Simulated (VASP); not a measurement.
Set up this calculation in VASP 6.6.1, as the native input.

```yaml
Task: relaxation of cell and atoms
Functional: PBEsol
Potentials_or_basis: VASP PAW PBE potentials, release 64 (Sn_d)
Cutoff: 500 eV
k_mesh: 8 × 8 × 8
Occupations: gaussian, width 0.05 eV
Spin: no spin polarisation
Target_pressure: 20 GPa
Dipole_correction: no
Further_INCAR_settings: ALGO = Normal; EDIFF = 1e-07; IBRION = 2; EDIFFG = -0.01; NSW = 80; ISIF = 3
```

The structure of Sn lies in POSCAR:

```
Sn
1.0
    1.8650000000      1.8650000000      1.8650000000
   -1.8650000000      1.8650000000      1.8650000000
   -1.8650000000     -1.8650000000      1.8650000000
Sn
1
Direct
    0.0000000000      0.0000000000      0.0000000000
```

The input as run:

INCAR

```
SYSTEM = Sn
  PREC = Accurate
  ENCUT = 500
  EDIFF = 1E-7
  ISMEAR = 0
  SIGMA = 0.05
  LREAL = .False.
  LASPH = .True.
  NELM = 120
  ALGO = Normal
  ISIF = 3
  LWAVE = .False.
  LCHARG = .False.
  GGA = PS
  IBRION = 2
  NSW = 80
  EDIFFG = -0.01
  PSTRESS = 200.0
  GGA_COMPAT = .False.
  NELMIN = 4
```

KPOINTS

```
regular mesh
0
Gamma
  8 8 8
  0 0 0
```

Potentials or basis: VASP PAW PBE potentials, release 64 (Sn_d).

The run is started by

```console
$ cat potpaw_PBE.64/Sn_d/POTCAR > POTCAR
$ mpirun -np 1 vasp_std > vasp.out
```

Results of the run:

```json
{"Relaxed volume": "21.13 Å³/atom", "Relaxed cell": "a = 3.017 Å, b = 3.017 Å, c = 3.017 Å, α = 70.53°, β = 109.47°, γ = 70.53°", "Space group after relaxing (to 0.05 Å)": "Im-3m (No. 229)", "Energy change on relaxing (the enthalpy is what falls)": "+249.8 meV/atom", "Ionic steps": "5", "Pressure after relaxing": "20.0 GPa", "Band gap on the k mesh": "zero (band 7 reaches 21.96 eV, above the bottom of band 8 at 8.22 eV)"}
```

Caveat: the cell is relaxed towards a set pressure, so the enthalpy falls and the energy may rise; the volume moved by over 15 % at a fixed basis, so the end points are rough; the PAW data sets were made with another functional, which shifts forces and pressure a little; spin-orbit coupling is left out, which moves the levels of the heavy elements.

It took 16 s on 1 thread of Intel Xeon 6975P-C, on a shared host, peak memory 0.15 GiB.
